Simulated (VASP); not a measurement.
# Be3Pd2S (P6/mmm) in VASP: notebook

Be3Pd2S is run at these levels: PBE; tasks: single point, relaxation of cell and atoms.

All numbers are computed with VASP 6.6.1; they aren't measurements. Logs are shortened: lines on timing, memory, paths and dates and some standing lists are left out, and cuts for length are marked.

## 1. The cell of the first run

Symmetry: P6/mmm, No. 191, hexagonal system. Conventional cell: a = 4.883 Å, b = 4.883 Å, c = 3.770 Å, α = 90.00°, β = 90.00°, γ = 120.00°. Within 3.1 Å of Be (site symmetry mmm) lie 4 Pd at 2.35 Å and 4 Be at 2.44 Å and 4 S at 3.08 Å. Within 3.1 Å of Pd (site symmetry -6m2) lie 6 Be at 2.35 Å and 3 Pd at 2.82 Å and 3 S at 2.82 Å. Within 3.7 Å of S (site symmetry 6/mmm) lie 6 Pd at 2.82 Å and 12 Be at 3.08 Å.

## 2. Single point, PBE

INCAR reads:

```
SYSTEM = Be3Pd2S
ALGO = Normal
EDIFF = 1E-6
ENCUT = 520
GGA = PE
ISIF = 2
ISMEAR = 0
LASPH = .True.
LCHARG = .True.
LELF = .True.
LREAL = .False.
LVHAR = .True.
LWAVE = .False.
NBANDS = 25
NELM = 100
PREC = Accurate
SIGMA = 0.1
```

KPOINTS reads:

```
k-points
0
Gamma
  9 9 10
  0 0 0
```

POSCAR reads:

```
Be3Pd2S
1.0
    4.8832849352      0.0000000000      0.0000000000
   -2.4416424676      4.2290488078      0.0000000000
    0.0000000000      0.0000000000      3.7695716645
Be Pd S
3 2 1
Direct
    0.5000000000      0.0000000000      0.5000000000
    0.5000000000      0.5000000000      0.5000000000
    0.0000000000      0.5000000000      0.5000000000
    0.3333333333      0.6666666667      0.0000000000
    0.6666666667      0.3333333333      0.0000000000
    0.0000000000      0.0000000000      0.0000000000
```

Potentials or basis: VASP PAW PBE potentials, release 64 (Be, Pd, S).

The run is started by

```bash
$ cat potpaw_PBE.64/Be/POTCAR potpaw_PBE.64/Pd/POTCAR potpaw_PBE.64/S/POTCAR > POTCAR
$ mpirun -np 1 vasp_std > vasp.out
```

OUTCAR:

```text
SYSTEM = Be3Pd2S
   EDIFF = 1E-6
   ENCUT = 520
   GGA = PE
   ISIF = 2
   ISMEAR = 0
   LASPH = .True.
   LREAL = .False.
   NELM = 100
   PREC = Accurate

 ion  position               nearest neighbor table
   1  0.500  0.000  0.500-   4 2.35   5 2.35   4 2.35   5 2.35
   2  0.500  0.500  0.500-   4 2.35   5 2.35   4 2.35   5 2.35
   3  0.000  0.500  0.500-   4 2.35   5 2.35   4 2.35   5 2.35
   4  0.333  0.667  0.000-   1 2.35   1 2.35   3 2.35   3 2.35   2 2.35   2 2.35   5 2.82   6 2.82
                             5 2.82   6 2.82   6 2.82   5 2.82
   5  0.667  0.333  0.000-   1 2.35   1 2.35   3 2.35   3 2.35   2 2.35   2 2.35   4 2.82   6 2.82
                             4 2.82   6 2.82   6 2.82   4 2.82
   6  0.000  0.000  0.000-   4 2.82   5 2.82   4 2.82   5 2.82   5 2.82   4 2.82

  LATTYP: Found a hexagonal cell.
 ALAT       =     4.8832849352
 C/A-ratio  =     0.7719335887

  Lattice vectors:

 A1 = (   4.8832849352,   0.0000000000,   0.0000000000)
 A2 = (  -2.4416424676,   4.2290488078,   0.0000000000)
 A3 = (   0.0000000000,   0.0000000000,   3.7695716645)

Analysis of symmetry for initial positions (statically):
=====================================================================
 Subroutine PRICEL returns:
 Original cell was already a primitive cell.

 Routine SETGRP: Setting up the symmetry group for a
 hexagonal supercell.

 Subroutine GETGRP returns: Found 24 space group operations
 (whereof 24 operations were pure point group operations)
 out of a pool of 24 trial point group operations.

The static configuration has the point symmetry D_6h.

Analysis of symmetry for dynamics (positions and initial velocities):
=====================================================================
 Subroutine PRICEL returns:
 Original cell was already a primitive cell.

 Routine SETGRP: Setting up the symmetry group for a
 hexagonal supercell.

 Subroutine GETGRP returns: Found 24 space group operations
 (whereof 24 operations were pure point group operations)
 out of a pool of 24 trial point group operations.

The dynamic configuration has the point symmetry D_6h.

 Subroutine INISYM returns: Found 24 space group operations
 (whereof 24 operations are pure point group operations),
 and found     1 'primitive' translations

----------------------------------------------------------------------------------------

                                     Primitive cell

  volume of cell :      77.8479

  direct lattice vectors                    reciprocal lattice vectors
     4.883284935  0.000000000  0.000000000     0.204780187  0.118229896  0.000000000
    -2.441642468  4.229048808  0.000000000     0.000000000  0.236459792  0.000000000
     0.000000000  0.000000000  3.769571664     0.000000000  0.000000000  0.265282130

  length of vectors
     4.883284935  4.883284935  3.769571664     0.236459792  0.236459792  0.265282130

  position of ions in fractional coordinates (direct lattice)
     0.500000000  0.000000000  0.500000000
     0.500000000  0.500000000  0.500000000
     0.000000000  0.500000000  0.500000000
     0.333333333  0.666666667  0.000000000
     0.666666667  0.333333333  0.000000000
     0.000000000  0.000000000  0.000000000

  ion indices of the primitive-cell ions
   primitive index   ion index
                 1           1
                 2           2
                 3           3
                 4           4
                 5           5
                 6           6

----------------------------------------------------------------------------------------

 KPOINTS: k-points

Automatic generation of k-mesh.
 Grid dimensions read from file:
 generate k-points for:    9    9   10

 Generating k-lattice:

  Cartesian coordinates                     Fractional coordinates (reciprocal lattice)
     0.022753354  0.013136655  0.000000000     0.111111111  0.000000000  0.000000000
     0.000000000  0.026273310  0.000000000     0.000000000  0.111111111  0.000000000
     0.000000000  0.000000000  0.026528213     0.000000000  0.000000000  0.100000000

  Length of vectors
     0.026273310  0.026273310  0.026528213

  Shift w.r.t. Gamma in fractional coordinates (k-lattice)
     0.000000000  0.000000000  0.000000000

 Subroutine IBZKPT returns following result:
 ===========================================

 Found     72 irreducible k-points:

 Following reciprocal coordinates:
            Coordinates               Weight
  0.000000  0.000000  0.000000      1.000000
  0.111111  0.000000  0.000000      6.000000
  0.222222  0.000000  0.000000      6.000000
  0.333333  0.000000  0.000000      6.000000
  0.444444  0.000000  0.000000      6.000000
  0.111111  0.111111  0.000000      6.000000
[... 16 lines left out ...]
  0.333333  0.222222  0.100000     24.000000
  0.333333  0.333333  0.100000      4.000000
 [... further k-points ...]
   k-points           NKPTS =     72   k-points in BZ     NKDIM =     72   number of bands    NBANDS=     25
   number of dos      NEDOS =    301   number of ions     NIONS =      6
   total plane-waves  NPLWV =  36288
   dimension x,y,z NGX =    36 NGY =   36 NGZ =   28
   dimension x,y,z NGXF=    72 NGYF=   72 NGZF=   56
   ions per type =               3   2   1
   NGX,Y,Z   is equivalent  to a cutoff of  12.26, 12.26, 12.35 a.u.
   NGXF,Y,Z  is equivalent  to a cutoff of  24.51, 24.51, 24.70 a.u.
 SYSTEM =  Be3Pd2S
   PREC   = accura    normal or accurate (medium, high low for compatibility)
   ISTART =      0    job   : 0-new  1-cont  2-samecut
   ICHARG =      2    charge: 1-file 2-atom 10-const
   ISPIN  =      1    spin polarized calculation?
   LNONCOLLINEAR =      F non collinear calculations
   LSORBIT =      F    spin-orbit coupling
   LASPH  =      T    aspherical Exc in radial PAW
   ENCUT  =  520.0 eV  38.22 Ry    6.18 a.u.   9.08  9.08  7.01*2*pi/ulx,y,z
   NELM   =    100;   NELMIN=  2; NELMDL= -5     # of ELM steps
   EDIFF  = 0.1E-05   stopping-criterion for ELM
   LREAL  =      F    real-space projection
   EDIFFG = 0.1E-04   stopping-criterion for IOM
   NSW    =      0    number of steps for IOM
   IBRION =     -1    ionic relax: 0-MD 1-quasi-New 2-CG
   NFREE  =      0    steps in history (QN), initial steepest desc. (CG)
   ISIF   =      2    stress and relaxation
   ISYM   =      2    0-nonsym 1-usesym 2-fastsym
   POTIM  = 0.5000    time-step for ionic-motion
   TEBEG  =    0.0;   TEEND  =   0.0 temperature during run
   PSTRESS=    0.0 pullay stress
   NELECT =      32.0000    total number of electrons
   NUPDOWN=      -1.0000    fix difference up-down
   EMIN   =  10.00;   EMAX   =-10.00  energy-range for DOS
   EFERMI =   0.00;   METHOD = LEGACY
   ISMEAR =     0;   SIGMA  =   0.10  broadening in eV -4-tet -1-fermi 0-gaus
   EFERMI_NEDOS =   21; number of points for ismear=-14 and -15
   IALGO  =     38    algorithm
   IMIX   =      4    mixing-type and parameters
     AMIX     =   0.40;   BMIX     =  1.00
     AMIX_MAG =   1.60;   BMIX_MAG =  1.00
  volume/ion in A,a.u.               =      12.97        87.56
  Fermi-wavevector in a.u.,A,eV,Ry     =   1.217239  2.300248 20.159359  1.481671
  Thomas-Fermi vector in A             =   2.352566
   LORBIT       =      0    0 simple, 1 ext, 2 COOP (PROOUT), +10 PAW based schemes
   GGA     = PE    functional components
   LHFCALC =     F    Hartree Fock is set to
   AEXX    =    0.0000 exact exchange contribution
   IVDW    =     0    specifies the selected vdW correction
   LEPSILON=     F    determine dielectric tensor
   LRPA    =     F    only Hartree local field effects (RPA)
 non-spin polarized calculation
 Gauss-broadening in eV      SIGMA  =   0.10
  energy-cutoff  :      520.00
  volume of cell :       77.85
 maximum number of plane-waves:      2127
   NGX = 19   NGY = 19   NGZ = 15

 number of electron      32.0000004 magnetization

 Free energy of the ion-electron system (eV)
  ---------------------------------------------------
  ext. energy  EPLUGINS =         0.00000000
  ---------------------------------------------------
  free energy    TOTEN  =       -26.08066533 eV

  energy without entropy =      -26.07594442  energy(sigma->0) =      -26.07830488

 E-fermi :   7.5100     XC(G=0): -11.1664

 val. band max:        7.4731027656   @ k =   0.2222   0.2222   0.5000
 cond. band min:       7.5362509781   @ k =   0.3333   0.3333   0.2000
 fundamental gap:      0.0631482125
 Fermi energy:         7.5100381484

 k-point     1 :       0.0000    0.0000    0.0000
  band No.  band energies     occupation
      1      -6.0299      2.00000
      2       0.3367      2.00000
      3       1.6237      2.00000
      4       1.6909      2.00000
      5       1.6909      2.00000
      6       2.9266      2.00000
[... 17 lines left out ...]
     24      16.1432      0.00000
     25      16.9898      0.00000

 k-point     2 :       0.1111    0.0000    0.0000
  band No.  band energies     occupation
      1      -5.9974      2.00000
      2       0.1930      2.00000
      3       1.5647      2.00000
      4       1.7400      2.00000
      5       1.7415      2.00000
      6       2.9043      2.00000
[... 17 lines left out ...]
     24      16.0482      0.00000
     25      17.1800      0.00000

 k-point     3 :       0.2222    0.0000    0.0000
  band No.  band energies     occupation
      1      -5.9138      2.00000
      2      -0.0890      2.00000
      3       1.3970      2.00000
      4       1.8736      2.00000
      5       1.8799      2.00000
      6       2.8508      2.00000
[... 17 lines left out ...]
     24      15.8907      0.00000
     25      16.6649      0.00000

 k-point     4 :       0.3333    0.0000    0.0000
  band No.  band energies     occupation
      1      -5.8165      2.00000
      2      -0.3139      2.00000
      3       1.1752      2.00000
      4       2.0451      2.00000
      5       2.0676      2.00000
      6       2.7945      2.00000
[... 17 lines left out ...]
     24      15.5616      0.00000
     25      15.7718      0.00000

 k-point     5 :       0.4444    0.0000    0.0000
  band No.  band energies     occupation
      1      -5.7517      2.00000
      2      -0.4174      2.00000
      3       1.0055      2.00000
      4       2.1716      2.00000
      5       2.2388      2.00000
      6       2.7598      2.00000
[... 17 lines left out ...]
     24      14.6909      0.00000
     25      15.7107      0.00000

 k-point     6 :       0.1111    0.1111    0.0000
  band No.  band energies     occupation
      1      -5.9394      2.00000
      2      -0.0093      2.00000
      3       1.4325      2.00000
      4       1.8171      2.00000
      5       1.8682      2.00000
      6       2.8406      2.00000
[... 17 lines left out ...]
     24      16.0263      0.00000
     25      16.8257      0.00000
[... 393 lines left out ...]
 k-point    21 :       0.4444    0.1111    0.1000
  band No.  band energies     occupation
      1      -5.7047      2.00000
      2      -0.2583      2.00000
      3       0.9277      2.00000
      4       2.2647      2.00000
      5       2.3178      2.00000
      6       2.5344      2.00000
[... 17 lines left out ...]
     24      14.8194      0.00000
     25      15.9999      0.00000

 k-point    22 :       0.2222    0.2222    0.1000
  band No.  band energies     occupation
      1      -5.7437      2.00000
      2      -0.1722      2.00000
      3       0.9656      2.00000
      4       2.1009      2.00000
      5       2.3969      2.00000
      6       2.4944      2.00000
[... 17 lines left out ...]
     24      15.2849      0.00000
     25      16.1196      0.00000

 k-point    23 :       0.3333    0.2222    0.1000
  band No.  band energies     occupation
      1      -5.6975      2.00000
      2      -0.0940      2.00000
      3       0.6459      2.00000
      4       2.2725      2.00000
      5       2.4023      2.00000
      6       2.5500      2.00000
[... 17 lines left out ...]
     24      15.7135      0.00000
     25      16.0660      0.00000

 k-point    24 :       0.3333    0.3333    0.1000
  band No.  band energies     occupation
      1      -5.6831      2.00000
      2       0.2246      2.00000
      3       0.2246      2.00000
      4       2.2889      2.00000
      5       2.5126      2.00000
      6       2.5126      2.00000
[... 17 lines left out ...]
     24      15.9906      0.00000
     25      15.9959      0.00000

 [... further k-points ...]
[... 5 lines left out ...]
  --------------------------------------------------------------------------------------
  -------------------------------------------------------------------------------------
  Total       -0.0213039     -0.0213039      0.0426145      0.0000000     -0.0000000      0.0000000
  in kB       -0.4384520     -0.4384520      0.8770440      0.0000000     -0.0000000      0.0000000
  external PRESSURE =       0.0000467 kB  Pullay stress =       0.0000000 kB

 VOLUME and BASIS-vectors are now :
 -----------------------------------------------------------------------------
  energy-cutoff  :      520.00
  volume of cell :       77.85
      direct lattice vectors                 reciprocal lattice vectors
     4.883284935  0.000000000  0.000000000     0.204780187  0.118229896  0.000000000
    -2.441642468  4.229048808  0.000000000     0.000000000  0.236459792  0.000000000
     0.000000000  0.000000000  3.769571664     0.000000000  0.000000000  0.265282130

 POSITION                                       TOTAL-FORCE (eV/Angst)
 -----------------------------------------------------------------------------------
      2.44164      0.00000      1.88479         0.000000      0.000000      0.000000
      1.22082      2.11452      1.88479         0.000000      0.000000      0.000000
     -1.22082      2.11452      1.88479         0.000000      0.000000      0.000000
     -0.00000      2.81937      0.00000        -0.000000      0.000000      0.000000
      2.44164      1.40968      0.00000         0.000000      0.000000     -0.000000
      0.00000      0.00000      0.00000         0.000000      0.000000      0.000000
 -----------------------------------------------------------------------------------
    total drift:                                0.000000      0.000000      0.000000

  FREE ENERGIE OF THE ION-ELECTRON SYSTEM (eV)
  ---------------------------------------------------
  free  energy   TOTEN  =       -26.0806653321 eV

  energy  without entropy=      -26.0759444246  energy(sigma->0) =      -26.07830488
```

It took 44 s on 1 thread of Intel Xeon 6975P-C (Granite Rapids), shared host; peak memory 0.26 GiB.

What came out:

```yaml
Free_energy: -26.0807 eV
Pressure: 0.0 GPa
Band_gap_on_the_k_mesh: zero (band 16 reaches 8.68 eV, above the bottom of band 17 at 6.36 eV)
```

Levels at points of the mesh, in eV from the Fermi level:
| k point | band 12 | band 13 | band 14 | band 15 | band 16 | band 17 | band 18 | band 19 | band 20 | band 21 |
| --- | --- | --- | --- | --- | --- | --- | --- | --- | --- | --- |
| (0.00, 0.00, 0.00) | -3.06 | -2.67 | -0.43 | -0.43 | 0.42 | 0.42 | 0.97 | 1.94 | 2.72 | 2.72 |
| (0.00, 0.00, 0.50) | -3.57 | -2.89 | -2.45 | -1.38 | -0.07 | -0.07 | 1.69 | 1.69 | 1.91 | 1.91 |

## 3. Relaxation of cell and atoms, PBE

This run uses another cell than the first one, of 13.06 Å³/atom, 1.006 times its volume.

INCAR reads:

```
PREC = Accurate ; ENCUT = 600
EDIFF = 1E-7 ; ISMEAR = 0
SIGMA = 0.1 ; LREAL = F
LASPH = T ; NELM = 100
ALGO = Normal ; ISIF = 3
LWAVE = F ; LCHARG = F
GGA = PE ; IBRION = 2
NSW = 100 ; EDIFFG = -0.01
```

KPOINTS reads:

```
Automatic mesh
0
Gamma
  9 9 10
```

POSCAR: that of step 2 with these lines changed.

```diff
@@ -2,5 +2,5 @@
 1.0
-    4.8832849352      0.0000000000      0.0000000000
-   -2.4416424676      4.2290488078      0.0000000000
-    0.0000000000      0.0000000000      3.7695716645
+    4.9409642907      0.0000000000      0.0000000000
+   -2.4704821454      4.2790005950      0.0000000000
+    0.0000000000      0.0000000000      3.7050865847
 Be Pd S
```

Potentials or basis: VASP PAW PBE potentials, release 64 (Be, Pd, S).

The run is started by

```bash
$ cat potpaw_PBE.64/Be/POTCAR potpaw_PBE.64/Pd/POTCAR potpaw_PBE.64/S/POTCAR > POTCAR
$ mpirun -np 1 vasp_std > vasp.out
```

OUTCAR:

```text
PREC = Accurate
   ENCUT = 600
   EDIFF = 1E-7
   ISMEAR = 0
   LREAL = F
   LASPH = T
   NELM = 100
   ISIF = 3
   GGA = PE
   IBRION = 2
   NSW = 100
   EDIFFG = -0.01

 ion  position               nearest neighbor table
   1  0.500  0.000  0.500-   4 2.34   5 2.34   4 2.34   5 2.34
   2  0.500  0.500  0.500-   4 2.34   5 2.34   4 2.34   5 2.34
   3  0.000  0.500  0.500-   4 2.34   5 2.34   4 2.34   5 2.34
   4  0.333  0.667  0.000-   3 2.34   3 2.34   1 2.34   1 2.34   2 2.34   2 2.34   5 2.85   6 2.85
                             5 2.85   6 2.85   6 2.85   5 2.85
   5  0.667  0.333  0.000-   3 2.34   3 2.34   1 2.34   1 2.34   2 2.34   2 2.34   4 2.85   6 2.85
                             4 2.85   6 2.85   6 2.85   4 2.85
   6  0.000  0.000  0.000-   4 2.85   5 2.85   5 2.85   4 2.85   5 2.85   4 2.85

  LATTYP: Found a hexagonal cell.
 ALAT       =     4.9409642907
 C/A-ratio  =     0.7498711520

[... 392 lines left out ...]
 Free energy of the ion-electron system (eV)
  ---------------------------------------------------
  ext. energy  EPLUGINS =         0.00000000
  ---------------------------------------------------
  free energy    TOTEN  =       -26.08122309 eV

  energy without entropy =      -26.07652923  energy(sigma->0) =      -26.07887616

 E-fermi :   7.5117     XC(G=0): -11.1672

 val. band max:        7.4770991608   @ k =   0.2222   0.2222   0.5000
 cond. band min:       7.5387377832   @ k =   0.3333   0.3333   0.2000
 fundamental gap:      0.0616386224
 Fermi energy:         7.5117332666

 k-point     1 :       0.0000    0.0000    0.0000
  band No.  band energies     occupation
      1      -6.0294      2.00000
      2       0.3382      2.00000
      3       1.6264      2.00000
      4       1.6914      2.00000
      5       1.6914      2.00000
      6       2.9283      2.00000
[... 541 lines left out ...]
     19      10.3116      0.00000
     20      10.4620      0.00000

 [... further k-points ...]
[... 5 lines left out ...]
  --------------------------------------------------------------------------------------
  -------------------------------------------------------------------------------------
  Total       -0.0080533     -0.0080533      0.0171929      0.0000000     -0.0000000      0.0000000
  in kB       -0.1657720     -0.1657720      0.3539036      0.0000000     -0.0000000      0.0000000
  external PRESSURE =       0.0074532 kB  Pullay stress =       0.0000000 kB
[... 21 lines left out ...]
  FREE ENERGIE OF THE ION-ELECTRON SYSTEM (eV)
  ---------------------------------------------------
  free  energy   TOTEN  =       -26.0812230892 eV

  energy  without entropy=      -26.0765292349  energy(sigma->0) =      -26.07887616

 reached required accuracy - stopping structural energy minimisation
```

Run time: 4.2 min. Hardware: 1 thread of Intel Xeon 6975P-C (Granite Rapids), shared host; peak memory 0.31 GiB.

What came out:

| Property | Result |
| --- | --- |
| Free energy | -26.0812 eV |
| Relaxed volume | 12.97 Å³/atom |
| Relaxed cell | a = 4.882 Å, b = 4.882 Å, c = 3.770 Å, α = 90.00°, β = 90.00°, γ = 120.00° |
| Space group after relaxing (to 0.05 Å) | P6/mmm (No. 191) |
| Energy gained by relaxing | 3.4 meV/atom |
| Ionic steps | 6 |
| Pressure after relaxing | 0.0 GPa |
| Band gap on the k mesh | zero (band 16 reaches 8.68 eV, above the bottom of band 17 at 6.36 eV) |

The path:
| step | energy change (eV) | largest force (eV/Å) | pressure (GPa) | volume (Å³) |
| --- | --- | --- | --- | --- |
| 1 | 0.0000 | 0.0000 | -0.19 | 78.33 |
| 2 | -0.0153 | 0.0000 | -0.25 | 78.16 |
| 3 | -0.0205 | 0.0000 | -0.22 | 77.97 |
| 4 | -0.0205 | 0.0000 | -0.22 | 77.98 |
| 5 | -0.0205 | 0.0000 | 0.17 | 77.74 |
| 6 | -0.0206 | 0.0000 | 0.00 | 77.84 |

Final structure:
```yaml
crystal:
  lattice:
    - [4.88233, 0.00000, 0.00000]
    - [-2.44117, 4.22822, 0.00000]
    - [0.00000, 0.00000, 3.77043]
  atoms:
    - { symbol: Be, position: [0.50000, 0.00000, 0.50000] }
    - { symbol: Be, position: [0.50000, 0.50000, 0.50000] }
    - { symbol: Be, position: [0.00000, 0.50000, 0.50000] }
    - { symbol: Pd, position: [0.33333, 0.66667, 0.00000] }
    - { symbol: Pd, position: [0.66667, 0.33333, 0.00000] }
    - { symbol: S, position: [0.00000, 0.00000, 0.00000] }
```

(Continued in part 2 of 2.)
